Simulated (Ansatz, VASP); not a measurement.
# One calculation of AgCl, two programs

File INCAR:

```
SYSTEM = AgCl
ALGO = Normal
EDIFF = 1E-6
ENCUT = 500
GGA = PE
GGA_COMPAT = .FALSE.
ISIF = 2
ISMEAR = 0
ISPIN = 2
LASPH = .TRUE.
LCHARG = .FALSE.
LMAXMIX = 4
LORBIT = 11
LREAL = .FALSE.
LWAVE = .FALSE.
MAGMOM = 0 0
NBANDS = 20
NELM = 200
PREC = Accurate
SIGMA = 0.1
```

File KPOINTS:

```
k-points
0
G
  4 4 4
  0 0 0
```

File POSCAR:

```
AgCl
1.0
    3.4339730000      0.0000000000      0.0000000000
    0.0000000000      3.4339730000      0.0000000000
    0.0000000000      0.0000000000      3.4339730000
Ag Cl
1 1
Direct
    0.0000000000      0.0000000000      0.0000000000
    0.5000000000      0.5000000000      0.5000000000
```

Input for Ansatz:

```yaml
crystal:
  lattice:
    - [3.433973, 0.0, 0.0]
    - [0.0, 3.433973, 0.0]
    - [0.0, 0.0, 3.433973]
  atoms:
    - { symbol: Ag, position: [0.0, 0.0, 0.0] }
    - { symbol: Cl, position: [0.5, 0.5, 0.5] }
basis:
  ecutwfc: 420
kpoints:
  mp_grid: { grid: [4, 4, 4] }
hamiltonian:
  xc: pbe
scf:
  occupations: { method: gaussian, width: 0.1 }
  convergence: { dr2_threshold: "1e-8 eV" }
output:
  forces: true
  stress: true
  eigenvalues: true
magnetization:
  spin_polarized: true
```

Alike in both runs: task single point; functional PBE; k mesh 4 × 4 × 4; occupations gaussian, width 0.1 eV; collinear spin.

```csv
,VASP,Ansatz
version,VASP 6.6.1,Ansatz 0.2.0
potentials or method,"VASP PAW PBE potentials, release 64 (Ag, Cl), cutoff 500 eV","scalar-relativistic, plane waves, PAW"
valence electrons in the cell,18,26
```

|  | VASP | Ansatz | Ansatz less VASP |
| --- | --- | --- | --- |
| gap on the k mesh at the Fermi level (eV) | 0.56 | 0.56 | 0.000 |
| least direct gap on the mesh (eV) | 2.06 | 2.05 | -0.001 |
| pressure (GPa) | 0.0 | 0.1 | +0.11 |
| net moment per atom (μB) | 0.00 | 0.00 | 0.000 |

VASP's potentials hold 18 valence electrons a cell and Ansatz's 26, so a difference there can come from the potentials and not from the codes. Ansatz's warnings: no starting moments, stress scf threshold loose.

The k mesh is coarse, so the values compare programs but aren't converged.
